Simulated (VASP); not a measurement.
Ir: single point with r2SCAN

The system is Ir.

```xyz
1
Lattice="0.0000 1.9156 1.9156 1.9156 0.0000 1.9156 1.9156 1.9156 0.0000" Properties=species:S:1:pos:R:3 pbc="T T T"
Ir    0.0000    0.0000    0.0000
```

| Item | Value |
| --- | --- |
| Program | VASP 6.6.1 |
| Task | single point |
| Functional | r2SCAN |
| Potentials or basis | VASP PAW PBE potentials, release 64 (Ir_sv_GW) |
| Cutoff | 620 eV |
| k mesh | 5 × 5 × 5 |
| Occupations | fermi-dirac, width 0.15 eV |
| Spin | no spin polarisation |

- Pressure: 8.6 GPa
- Band gap on the k mesh: zero (an odd number of electrons rules out a gap without spin polarisation)

Levels at points of the mesh, in eV from the Fermi level:
```
           k point  band 4  band 5  band 6  band 7  band 8  band 9  band 10  band 11  band 12  band 13
(0.00, 0.00, 0.00)  -51.23  -11.94   -4.39   -4.39   -4.39   -1.67    -1.67    13.85    19.71    19.71
```

Wall time 24 s on 1 thread of Intel(R) Xeon(R) Platinum 8259CL CPU @ 2.50GHz (Skylake/Cascade Lake), on a shared host, peak memory 0.15 GiB.

Caveat: the k points lie up to 0.57 Å⁻¹ apart, too coarse for converged energies and pressures of a metal; the PAW data sets were made with another functional, which shifts forces and pressure a little; spin-orbit coupling is left out, which moves the levels of the heavy elements.
